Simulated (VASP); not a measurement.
# Sn (Pm-3m) in VASP: notebook, part 2 of 2

VASP 6.6.1. Earlier steps stand in the parts before.

### 4 Single point, RPBE (volume scaled by 0.96)

INCAR

```
PREC = Accurate
ENCUT = 520
EDIFF = 1E-6
ISMEAR = -1
SIGMA = 0.1
LREAL = False
LASPH = True
NELM = 80
ALGO = Normal
ISIF = 2
LWAVE = False
LCHARG = True
GGA = RP
LELF = True
LVHAR = True
NBANDS = 13
```

KPOINTS

```
Automatic mesh
0
Gamma
  11 11 11
```

POSCAR

```
Sn
1.0
    3.0723492568      0.0000000000      0.0000000000
    0.0000000000      3.0723492568      0.0000000000
    0.0000000000      0.0000000000      3.0723492568
Sn
1
Direct
    0.0000000000      0.0000000000      0.0000000000
```

Potentials or basis: VASP PAW PBE potentials, release 64 (Sn_d).

Launch:

```sh
$ cat potpaw_PBE.64/Sn_d/POTCAR > POTCAR
$ mpirun -np 1 vasp_std > vasp.out
```

OUTCAR:

```text
PREC = Accurate
   ENCUT = 520
   EDIFF = 1E-6
   ISMEAR = -1
   LREAL = False
   LASPH = True
   NELM = 80
   ISIF = 2
   GGA = RP

 ion  position               nearest neighbor table
   1  0.000  0.000  0.000-

  LATTYP: Found a simple cubic cell.
 ALAT       =     3.0723492568

  Lattice vectors:

 A1 = (   3.0723492568,   0.0000000000,   0.0000000000)
 A2 = (   0.0000000000,   3.0723492568,   0.0000000000)
 A3 = (   0.0000000000,   0.0000000000,   3.0723492568)

Analysis of symmetry for initial positions (statically):
=====================================================================
 Subroutine PRICEL returns:
 Original cell was already a primitive cell.

 Routine SETGRP: Setting up the symmetry group for a
 simple cubic supercell.

 Subroutine GETGRP returns: Found 48 space group operations
 (whereof 48 operations were pure point group operations)
 out of a pool of 48 trial point group operations.

The static configuration has the point symmetry O_h .

Analysis of symmetry for dynamics (positions and initial velocities):
=====================================================================
 Subroutine PRICEL returns:
 Original cell was already a primitive cell.

 Routine SETGRP: Setting up the symmetry group for a
 simple cubic supercell.

 Subroutine GETGRP returns: Found 48 space group operations
 (whereof 48 operations were pure point group operations)
 out of a pool of 48 trial point group operations.

The dynamic configuration has the point symmetry O_h .

 Subroutine INISYM returns: Found 48 space group operations
 (whereof 48 operations are pure point group operations),
 and found     1 'primitive' translations

----------------------------------------------------------------------------------------

                                     Primitive cell
[... 107 lines left out ...]
   IMIX   =      4    mixing-type and parameters
     AMIX     =   0.40;   BMIX     =  1.00
     AMIX_MAG =   1.60;   BMIX_MAG =  1.00
  volume/ion in A,a.u.               =      29.00       195.71
  Fermi-wavevector in a.u.,A,eV,Ry     =   1.284242  2.426866 22.439789  1.649278
  Thomas-Fermi vector in A             =   2.416447
   LORBIT       =      0    0 simple, 1 ext, 2 COOP (PROOUT), +10 PAW based schemes
   GGA     = RP    functional components
   LHFCALC =     F    Hartree Fock is set to
   AEXX    =    0.0000 exact exchange contribution
   IVDW    =     0    specifies the selected vdW correction
   LEPSILON=     F    determine dielectric tensor
   LRPA    =     F    only Hartree local field effects (RPA)
 non-spin polarized calculation
  energy-cutoff  :      520.00
  volume of cell :       29.00
 maximum number of plane-waves:       800
 NGX is ok and might be reduce to    24
   NGX = 11   NGY = 11   NGZ = 11

 number of electron      14.0000004 magnetization

 Free energy of the ion-electron system (eV)
  ---------------------------------------------------
  ext. energy  EPLUGINS =         0.00000000
  ---------------------------------------------------
  free energy    TOTEN  =        -3.39589439 eV

  energy without entropy =       -3.37292669  energy(sigma->0) =       -3.38441054

 E-fermi :   7.1264     XC(G=0):  -9.8638

 val. band max:        7.1144104522   @ k =   0.4545   0.4545   0.3636
 cond. band min:       7.1939320511   @ k =   0.2727   0.2727   0.0909
 fundamental gap:      0.0795215989
 Fermi energy:         7.1264082733

 k-point     1 :       0.0000    0.0000    0.0000
  band No.  band energies     occupation
      1     -14.4393      2.00000
      2     -14.4393      2.00000
      3     -14.0649      2.00000
      4     -14.0649      2.00000
      5     -14.0649      2.00000
      6      -3.4689      2.00000
      7      12.5589      0.00000
      8      12.5589      0.00000
      9      12.5589      0.00000
     10      15.7994      0.00000
     11      15.7994      0.00000
     12      17.1993      0.00000
     13      27.1917      0.00000
[... 354 lines left out ...]
  band No.  band energies     occupation
      1     -14.3927      2.00000
      2     -14.2523      2.00000
      3     -14.1302      2.00000
      4     -14.1290      2.00000
      5     -14.0759      2.00000
      6      -2.0364      2.00000
      7       6.5416      1.99425
      8      12.1148      0.00000
      9      12.4457      0.00000
     10      18.5861      0.00000
     11      18.8231      0.00000
     12      20.6671      0.00000
     13      21.4873      0.00000

 [... further k-points ...]
[... 5 lines left out ...]
  --------------------------------------------------------------------------------------
  -------------------------------------------------------------------------------------
  Total        0.4105609      0.4105609      0.4105609     -0.0000000      0.0000000      0.0000000
  in kB       22.6817450     22.6817450     22.6817450     -0.0000000      0.0000000      0.0000000
  external PRESSURE =      22.6817450 kB  Pullay stress =       0.0000000 kB

 VOLUME and BASIS-vectors are now :
 -----------------------------------------------------------------------------
  energy-cutoff  :      520.00
  volume of cell :       29.00
      direct lattice vectors                 reciprocal lattice vectors
     3.072349257  0.000000000  0.000000000     0.325483829  0.000000000  0.000000000
     0.000000000  3.072349257  0.000000000     0.000000000  0.325483829  0.000000000
     0.000000000  0.000000000  3.072349257     0.000000000  0.000000000  0.325483829

 POSITION                                       TOTAL-FORCE (eV/Angst)
 -----------------------------------------------------------------------------------
      0.00000      0.00000      0.00000         0.000000      0.000000      0.000000
 -----------------------------------------------------------------------------------
    total drift:                               -0.000000      0.000000     -0.000000

  FREE ENERGIE OF THE ION-ELECTRON SYSTEM (eV)
  ---------------------------------------------------
  free  energy   TOTEN  =        -3.3958943900 eV

  energy  without entropy=       -3.3729266903  energy(sigma->0) =       -3.38441054
```

OSZICAR:

```text
N       E                     dE             d eps       ncg     rms          rms(c)
DAV:   1     0.825252474971E+02    0.82525E+02   -0.72381E+03  1506   0.156E+03
DAV:   2     0.258410170817E+01   -0.79941E+02   -0.77573E+02  1551   0.342E+02
DAV:   3    -0.326658411275E+01   -0.58507E+01   -0.58347E+01  1716   0.756E+01
DAV:   4    -0.339073446859E+01   -0.12415E+00   -0.12412E+00  1691   0.118E+01
DAV:   5    -0.339529547196E+01   -0.45610E-02   -0.45609E-02  1944   0.224E+00    0.162E+00
DAV:   6    -0.339397915688E+01    0.13163E-02   -0.88874E-03  1789   0.161E+00    0.938E-01
DAV:   7    -0.339568222971E+01   -0.17031E-02   -0.77811E-03  1776   0.149E+00    0.108E-01
DAV:   8    -0.339589658630E+01   -0.21436E-03   -0.11132E-03  1746   0.505E-01    0.335E-02
DAV:   9    -0.339589323754E+01    0.33488E-05   -0.30722E-05  1855   0.697E-02    0.222E-02
DAV:  10    -0.339589356212E+01   -0.32459E-06   -0.16769E-05  1576   0.561E-02    0.574E-03
DAV:  11    -0.339589438997E+01   -0.82785E-06   -0.50532E-07  1233   0.118E-02
   1 F= -.33958944E+01 E0= -.33844105E+01  d E =-.229677E-01
```

Run time: 12 s. Hardware: 1 thread of AMD EPYC 9R45 (Zen 5), shared host; peak memory 0.11 GiB.

What came out:

```yaml
Free_energy: -3.3959 eV
Pressure: 2.3 GPa
Band_gap_on_the_k_mesh: zero (band 7 reaches 12.56 eV, above the bottom of band 8 at 5.38 eV)
```

Caveat: the cell differs from its parent crystal (volume scaled by 0.96); the PAW data sets were made with another functional, which shifts forces and pressure a little; spin-orbit coupling is left out, which moves the levels of the heavy elements.

### 5 Single point, RPBE

This run uses another cell than the first one, of 30.21 Å³/atom, 1.136 times its volume.

INCAR

```
PREC = Accurate
ENCUT = 520
EDIFF = 1E-6
ISMEAR = -1
SIGMA = 0.1
LREAL = F
LASPH = T
NELM = 80
ALGO = Normal
ISIF = 2
LWAVE = F
LCHARG = F
GGA = RP
NBANDS = 13
```

KPOINTS

```
Automatic mesh
0
Gamma
  10 10 10
```

POSCAR

```
Sn
1.0
    3.1144414635      0.0000000000      0.0000000000
    0.0000000000      3.1144414635      0.0000000000
    0.0000000000      0.0000000000      3.1144414635
Sn
1
Direct
    0.0000000000      0.0000000000      0.0000000000
```

Launch:

```sh
$ cat potpaw_PBE.64/Sn_d/POTCAR > POTCAR
$ mpirun -np 1 vasp_std > vasp.out
```

Run time: 11 s. Hardware: 1 thread of AMD EPYC 9R45 (Zen 5), shared host; peak memory 0.11 GiB.

The run converged. Its results:

```
Free energy            : -3.4344 eV
Pressure               : 0.0 GPa
Band gap on the k mesh : zero (band 7 reaches 11.94 eV, above the bottom of band 8 at 4.73 eV)
```

Levels at points of the mesh, in eV from the Fermi level:
| k point | band 5 | band 6 | band 7 | band 8 | band 9 | band 10 |
| --- | --- | --- | --- | --- | --- | --- |
| (0.00, 0.00, 0.00) | -21.27 | -10.40 | 5.19 | 5.19 | 5.19 | 8.43 |
| (0.50, 0.00, 0.00) | -21.26 | -7.56 | -4.32 | 7.60 | 7.60 | 11.15 |
| (0.50, 0.50, 0.00) | -21.16 | -4.53 | -2.02 | -2.02 | 2.93 | 10.18 |
| (0.50, 0.50, 0.50) | -21.15 | -1.06 | 0.19 | 0.19 | 0.19 | 5.80 |

Caveat: the PAW data sets were made with another functional, which shifts forces and pressure a little; spin-orbit coupling is left out, which moves the levels of the heavy elements.

### 6 Overview

```csv
cell,k mesh,gap on the mesh (eV),pressure (GPa)
"a = 2.985 Å, 1 atom",11 × 11 × 11,none,7.9
"a = 3.029 Å, 1 atom",11 × 11 × 11,none,4.7
"a = 3.072 Å, 1 atom",11 × 11 × 11,none,2.3
"a = 3.114 Å, 1 atom",10 × 10 × 10,none,0.0
```

Alike in all rows: task single point; level RPBE; potentials or basis VASP PAW PBE potentials, release 64 (Sn_d); no spin polarisation; cutoff (eV) 520; smearing fermi-dirac 0.1 eV.

Caveats: the PAW data sets were made with another functional, which shifts forces and pressure a little; spin-orbit coupling is left out, which moves the levels of the heavy elements.

Absolute energies hang on the potentials; compare differences alone.
